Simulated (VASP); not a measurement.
Na2S:

```
Na S
1.0
     0.00000    3.25544    3.25544
     3.25544    0.00000    3.25544
     3.25544    3.25544    0.00000
Na S
2 1
Direct
  0.25000 0.25000 0.25000
  0.75000 0.75000 0.75000
  0.00000 0.00000 0.00000
```

Base run:

| Property | Result |
| --- | --- |
| Program | VASP 6.6.1 |
| Functional | LDA |
| Potentials or basis | VASP PAW LDA potentials, release 64 (Na_pv, S) |
| Cutoff | 500 eV |
| k mesh | 8 × 8 × 8 |
| Occupations | gaussian, width 0.01 eV |
| Spin | no spin polarisation |

Its results: band gap on the k mesh 2.29 eV; pressure -1.8 GPa.

The run is repeated on the same cell with these changes: functional from LDA to r2SCAN; potentials or basis from VASP PAW LDA potentials, release 64 (Na_pv, S) to VASP PAW PBE potentials, release 64 (Na_pv, S); cutoff from 500 eV to 550 eV. What comes out?

Band gap on the k mesh 3.11 eV; pressure -0.1 GPa.

Caveats: the PAW data sets were made with another functional, which shifts forces and pressure a little (at least some runs).

A k mesh can miss the band edges.
